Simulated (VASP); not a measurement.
# Si in VASP: single point with PBE

Aim: the single point of Si with PBE.

Everything below comes from runs of VASP 6.6.1. Logs are shortened: lines on timing, memory, paths and dates and some standing lists are left out, and cuts for length are marked.

## Step 1: The cell of the first run

The typed cell holds 4 atoms: a = 3.854 Å, b = 3.855 Å, c = 6.361 Å, α = 90.00°, β = 90.00°, γ = 120.00°.

This isn't the form of Si at room conditions, which is diamond.

## Step 2: Single point, PBE

Contents of INCAR:

```
SYSTEM = Si
PREC     = Accurate       ! precision mode
ENCUT    = 520            ! plane-wave cutoff, eV
EDIFF    = 1E-6           ! SCF threshold, eV
ISMEAR   = 0              ! smearing method
SIGMA    = 0.05           ! smearing width, eV
LREAL    = .False.        ! projectors in reciprocal space
LASPH    = .True.         ! aspherical terms in the spheres
NELM     = 80             ! most SCF steps
ALGO     = Normal         ! electronic algorithm
ISIF     = 2              ! what is computed and relaxed
LWAVE    = .False.        ! write WAVECAR
LCHARG   = .False.        ! write CHGCAR
GGA      = PE             ! functional
NBANDS   = 16             ! bands
```

Contents of KPOINTS:

```
regular mesh
0
Gamma
  6 6 4
  0 0 0
```

Contents of POSCAR:

```
Si
1.0
    3.8544927400     -0.0000025592     -0.0001114809
   -1.9272481003      3.3382640307      0.0000360587
   -0.0001533901     -0.0000792261      6.3609527051
Si
4
Direct
    0.3330540037      0.6664872990      0.0627738212
    0.6669549273      0.3335175888      0.5627756398
    0.3336172292      0.6668563133      0.4372257952
    0.6663738397      0.3331387990      0.9372247437
```

Potentials or basis: VASP PAW PBE potentials, release 64 (Si).

On the command line:

```sh
$ cat potpaw_PBE.64/Si/POTCAR > POTCAR
$ mpirun -np 1 vasp_std > vasp.out
```

OUTCAR:

```text
SYSTEM = Si
   PREC = Accurate
   ENCUT = 520
   EDIFF = 1E-6
   ISMEAR = 0
   LREAL = .False.
   LASPH = .True.
   NELM = 80
   ISIF = 2
   GGA = PE

 ion  position               nearest neighbor table
   1  0.333  0.666  0.063-   4 2.36   4 2.36   4 2.36   3 2.38
   2  0.667  0.334  0.563-   3 2.36   3 2.36   3 2.36   4 2.38
   3  0.334  0.667  0.437-   2 2.36   2 2.36   2 2.36   1 2.38
   4  0.666  0.333  0.937-   1 2.36   1 2.36   1 2.36   2 2.38

  LATTYP: Found a base centered monoclinic cell.
 ALAT       =    14.3676267349
 B/A-ratio  =     0.2682868631
 C/A-ratio  =     0.6418354151
 COS(beta)  =    -0.9472401044

  Lattice vectors:

 A1 = (   1.9273980298,   3.3383406976,  -6.3610281273)
 A2 = (   3.8546461301,   0.0000766669,  -6.3610641860)
 A3 = (  -5.7818907698,  -3.3383381384,   6.3611396082)

Analysis of symmetry for initial positions (statically):
=====================================================================
 Subroutine PRICEL returns:
 Original cell was already a primitive cell.

 Routine SETGRP: Setting up the symmetry group for a
 base centered monoclinic supercell.

 Subroutine GETGRP returns: Found  1 space group operations
 (whereof  1 operations were pure point group operations)
 out of a pool of  4 trial point group operations.

The static configuration has the point symmetry C_1 .

Analysis of symmetry for dynamics (positions and initial velocities):
=====================================================================
 Subroutine PRICEL returns:
 Original cell was already a primitive cell.

 Routine SETGRP: Setting up the symmetry group for a
 base centered monoclinic supercell.

 Subroutine GETGRP returns: Found  1 space group operations
 (whereof  1 operations were pure point group operations)
 out of a pool of  4 trial point group operations.

The dynamic configuration has the point symmetry C_1 .

 Subroutine INISYM returns: Found  1 space group operations
 (whereof  1 operations are pure point group operations),
 and found     1 'primitive' translations

----------------------------------------------------------------------------------------

                                     Primitive cell

  volume of cell :      81.8483

  direct lattice vectors                    reciprocal lattice vectors
     3.854492740 -0.000002559 -0.000111481     0.259437610  0.149778638  0.000008122
    -1.927248100  3.338264031  0.000036059     0.000000199  0.299557008  0.000003731
    -0.000153390 -0.000079226  6.360952705     0.000004547  0.000000927  0.157209155

  length of vectors
     3.854492742  3.854645506  6.360952707     0.299568880  0.299557008  0.157209155
[... 91 lines left out ...]
   ISIF   =      2    stress and relaxation
   ISYM   =      2    0-nonsym 1-usesym 2-fastsym
   POTIM  = 0.5000    time-step for ionic-motion
   TEBEG  =    0.0;   TEEND  =   0.0 temperature during run
   PSTRESS=    0.0 pullay stress
   NELECT =      16.0000    total number of electrons
   NUPDOWN=      -1.0000    fix difference up-down
   EMIN   =  10.00;   EMAX   =-10.00  energy-range for DOS
   EFERMI =   0.00;   METHOD = LEGACY
   ISMEAR =     0;   SIGMA  =   0.05  broadening in eV -4-tet -1-fermi 0-gaus
   EFERMI_NEDOS =   21; number of points for ismear=-14 and -15
   IALGO  =     38    algorithm
   IMIX   =      4    mixing-type and parameters
     AMIX     =   0.40;   BMIX     =  1.00
     AMIX_MAG =   1.60;   BMIX_MAG =  1.00
  volume/ion in A,a.u.               =      20.46       138.08
  Fermi-wavevector in a.u.,A,eV,Ry     =   0.950119  1.795465 12.282345  0.902727
  Thomas-Fermi vector in A             =   2.078466
   LORBIT       =      0    0 simple, 1 ext, 2 COOP (PROOUT), +10 PAW based schemes
   GGA     = PE    functional components
   LHFCALC =     F    Hartree Fock is set to
   AEXX    =    0.0000 exact exchange contribution
   IVDW    =     0    specifies the selected vdW correction
   LEPSILON=     F    determine dielectric tensor
   LRPA    =     F    only Hartree local field effects (RPA)
 non-spin polarized calculation
 Gauss-broadening in eV      SIGMA  =   0.05
  energy-cutoff  :      520.00
  volume of cell :       81.85
 maximum number of plane-waves:      2223
 NGX is ok and might be reduce to    30
   NGX = 15   NGY = 15   NGZ = 23

 number of electron      16.0000001 magnetization

 Free energy of the ion-electron system (eV)
  ---------------------------------------------------
  ext. energy  EPLUGINS =         0.00000000
  ---------------------------------------------------
  free energy    TOTEN  =       -21.62999831 eV

  energy without entropy =      -21.62999831  energy(sigma->0) =      -21.62999831

 E-fermi :   6.0906     XC(G=0):  -9.3163

 val. band max:        5.8510758975   @ k =   0.0000   0.0000   0.0000
 cond. band min:       6.3006771585   @ k =   0.5000   0.0000   0.0000
 fundamental gap:      0.4496012610
 Fermi energy:         6.0906221971

 k-point     1 :       0.0000    0.0000    0.0000
  band No.  band energies     occupation
      1      -6.2121      2.00000
      2      -3.9640      2.00000
      3      -1.2597      2.00000
      4       4.3550      2.00000
      5       4.3555      2.00000
      6       5.5344      2.00000
[... 433 lines left out ...]
      3      -0.8374      2.00000
      4       0.9084      2.00000
      5       1.6578      2.00000
      6       3.2800      2.00000
[... 8 lines left out ...]
     15      12.7834      0.00000
     16      13.0730      0.00000

 [... further k-points ...]

------------------------ aborting loop because EDIFF is reached ----------------------------------------

  FORCE on cell =-STRESS in cart. coord.  units (eV):
  Direction    XX          YY          ZZ          XY          YZ          ZX
  --------------------------------------------------------------------------------------
  -------------------------------------------------------------------------------------
  Total       -0.0455709     -0.0490482     -0.0713433      0.0000806      0.0003600      0.0013131
  in kB       -0.8920484     -0.9601156     -1.3965425      0.0015786      0.0070468      0.0257041
  external PRESSURE =      -1.0829022 kB  Pullay stress =       0.0000000 kB

 VOLUME and BASIS-vectors are now :
 -----------------------------------------------------------------------------
  energy-cutoff  :      520.00
  volume of cell :       81.85
      direct lattice vectors                 reciprocal lattice vectors
     3.854492740 -0.000002559 -0.000111481     0.259437610  0.149778638  0.000008122
    -1.927248100  3.338264031  0.000036059     0.000000199  0.299557008  0.000003731
    -0.000153390 -0.000079226  6.360952705     0.000004547  0.000000927  0.157209155

 POSITION                                       TOTAL-FORCE (eV/Angst)
 -----------------------------------------------------------------------------------
     -0.00074      2.22490      0.39929         0.000812      0.000533      0.001650
      1.92792      1.11332      3.57973        -0.000799     -0.000724      0.001463
      0.00066      2.22611      2.78116        -0.000742     -0.000572     -0.001613
      1.92635      1.11203      5.96158         0.000730      0.000764     -0.001500
 -----------------------------------------------------------------------------------
    total drift:                                0.000000      0.000000     -0.000000

  FREE ENERGIE OF THE ION-ELECTRON SYSTEM (eV)
  ---------------------------------------------------
  free  energy   TOTEN  =       -21.6299983079 eV

  energy  without entropy=      -21.6299983079  energy(sigma->0) =      -21.62999831
```

OSZICAR:

```text
N       E                     dE             d eps       ncg     rms          rms(c)
DAV:   1     0.255229009154E+02    0.25523E+02   -0.59913E+03  2432   0.820E+02
DAV:   2    -0.201276032068E+02   -0.45651E+02   -0.41510E+02  3320   0.119E+02
DAV:   3    -0.219532152915E+02   -0.18256E+01   -0.18124E+01  3256   0.223E+01
DAV:   4    -0.219747244526E+02   -0.21509E-01   -0.21504E-01  3032   0.313E+00
DAV:   5    -0.219751144716E+02   -0.39002E-03   -0.38993E-03  3336   0.398E-01    0.672E+00
DAV:   6    -0.217377494026E+02    0.23737E+00   -0.94524E-02  2840   0.145E+00    0.409E+00
DAV:   7    -0.216268312818E+02    0.11092E+00   -0.20365E-01  2856   0.223E+00    0.233E-01
DAV:   8    -0.216293374421E+02   -0.25062E-02   -0.14470E-02  3032   0.600E-01    0.106E-01
DAV:   9    -0.216298684757E+02   -0.53103E-03   -0.65949E-04  3072   0.147E-01    0.813E-02
DAV:  10    -0.216299947760E+02   -0.12630E-03   -0.14225E-04  2896   0.596E-02    0.121E-02
DAV:  11    -0.216299966376E+02   -0.18616E-05   -0.41918E-06  3360   0.114E-02    0.740E-03
DAV:  12    -0.216299984762E+02   -0.18386E-05   -0.20656E-06  2792   0.761E-03    0.902E-04
DAV:  13    -0.216299983079E+02    0.16829E-06   -0.14031E-07  2096   0.195E-03
   1 F= -.21629998E+02 E0= -.21629998E+02  d E =-.123302E-10
```

It took 58 s on 1 thread of Intel Xeon Platinum 8488C (Sapphire Rapids), shared host; peak memory 0.22 GiB.

Results:

```
Free energy            : -21.6300 eV
Pressure               : -0.1 GPa
Band gap on the k mesh : 0.45 eV (least direct gap 0.97 eV)
```

A k mesh can miss the band edges.
